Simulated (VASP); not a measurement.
The system is MgH2.

```
Mg H
1.0
     4.48488    0.00000    0.00000
     0.00000    4.48488    0.00000
     0.00000    0.00000    2.99648
Mg H
2 4
Direct
  0.00000 0.00000 0.00000
  0.50000 0.50000 0.50000
  0.30468 0.30468 0.00000
  0.19532 0.80468 0.50000
  0.80468 0.19532 0.50000
  0.69532 0.69532 0.00000
```

Base run:

| Property | Result |
| --- | --- |
| Program | VASP 6.6.1 |
| Functional | r2SCAN |
| Potentials or basis | VASP PAW PBE potentials, release 64 (Mg, H) |
| Cutoff | 520 eV |
| k mesh | 4 × 4 × 6 |
| Occupations | gaussian, width 0.01 eV |
| Spin | no spin polarisation |

Its results: band gap on the k mesh 4.59 eV, indirect (least direct gap 5.38 eV); pressure -0.4 GPa.

Q: The run is repeated on the same cell with these changes: functional from r2SCAN to PBE; further incar settings from ALGO = Normal; EDIFF = 1e-06; NBANDS = 13 to ALGO = Normal; EDIFF = 1e-07; NBANDS = 13. What comes out?

A: Band gap on the k mesh 3.94 eV, indirect (least direct gap 4.76 eV); pressure 0.8 GPa.

Caveats: the PAW data sets were made with another functional, which shifts forces and pressure a little (some runs).

A k mesh can miss the band edges.
